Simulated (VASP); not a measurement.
Set up this calculation in VASP 6.6.1, as the native input.

```yaml
Task: single point
Functional: r2SCAN
Potentials_or_basis: VASP PAW PBE potentials, release 64 (Cd, Te)
Cutoff: 520 eV
k_mesh: 8 × 8 × 8
Occupations: gaussian, width 0.02 eV
Spin: no spin polarisation
Dipole_correction: no
Further_INCAR_settings: ALGO = Normal; EDIFF = 1e-06; NBANDS = 16
```

Crystal: CdTe.

```
CELL_PARAMETERS angstrom
0.00000 3.27885 3.27885
3.27885 0.00000 3.27885
3.27885 3.27885 0.00000
ATOMIC_POSITIONS crystal
Cd 0.00000 0.00000 0.00000
Te 0.75000 0.75000 0.75000
```

The input as run:

POSCAR

```
CdTe
1.0
    0.0000000000      3.2788487437      3.2788487437
    3.2788487437      0.0000000000      3.2788487437
    3.2788487437      3.2788487437      0.0000000000
Cd Te
1 1
Direct
    0.0000000000      0.0000000000      0.0000000000
    0.7500000000      0.7500000000      0.7500000000
```

INCAR.step1

```
SYSTEM = CdTe
ALGO     = Normal         ! electronic algorithm
EDIFF    = 1E-4           ! SCF threshold, eV
ENCUT    = 520            ! plane-wave cutoff, eV
GGA      = PE             ! functional
ISMEAR   = 0              ! smearing method
LASPH    = .TRUE.         ! aspherical terms in the spheres
LCHARG   = .FALSE.        ! write CHGCAR
LREAL    = .FALSE.        ! projectors in reciprocal space
LWAVE    = .TRUE.         ! write WAVECAR
NBANDS   = 16             ! bands
NELM     = 80             ! most SCF steps
PREC     = Accurate       ! precision mode
SIGMA    = 0.02           ! smearing width, eV
```

INCAR.step2

```
SYSTEM = CdTe
ALGO     = Normal         ! electronic algorithm
EDIFF    = 1E-6           ! SCF threshold, eV
ENCUT    = 520            ! plane-wave cutoff, eV
ISIF     = 2              ! what is computed and relaxed
ISMEAR   = 0              ! smearing method
ISTART   = 1            
LASPH    = .TRUE.         ! aspherical terms in the spheres
LCHARG   = .FALSE.        ! write CHGCAR
LMIXTAU  = .TRUE.       
LREAL    = .FALSE.        ! projectors in reciprocal space
LWAVE    = .FALSE.        ! write WAVECAR
METAGGA  = R2SCAN         ! meta-GGA
NBANDS   = 16             ! bands
NELM     = 80             ! most SCF steps
PREC     = Accurate       ! precision mode
SIGMA    = 0.02           ! smearing width, eV
```

KPOINTS

```
k-points
0
G
  8 8 8
  0 0 0
```

Potentials or basis: VASP PAW PBE potentials, release 64 (Cd, Te).

Launch:

```bash
$ cat potpaw_PBE.64/Cd/POTCAR potpaw_PBE.64/Te/POTCAR > POTCAR
$ cp INCAR.step1 INCAR
$ mpirun -np 1 vasp_std > vasp.out
$ cp INCAR.step2 INCAR
$ mpirun -np 1 vasp_std > vasp.out
```

Results of the run:

```
Pressure               : 0.1 GPa
Band gap on the k mesh : 1.16 eV, direct
```

Caveat: the PAW data sets were made with another functional, which shifts forces and pressure a little; spin-orbit coupling is left out, which moves the levels of the heavy elements.

It took 87 s on 1 thread of Intel Xeon 6975P-C, with other jobs on the host, peak memory 0.23 GiB.
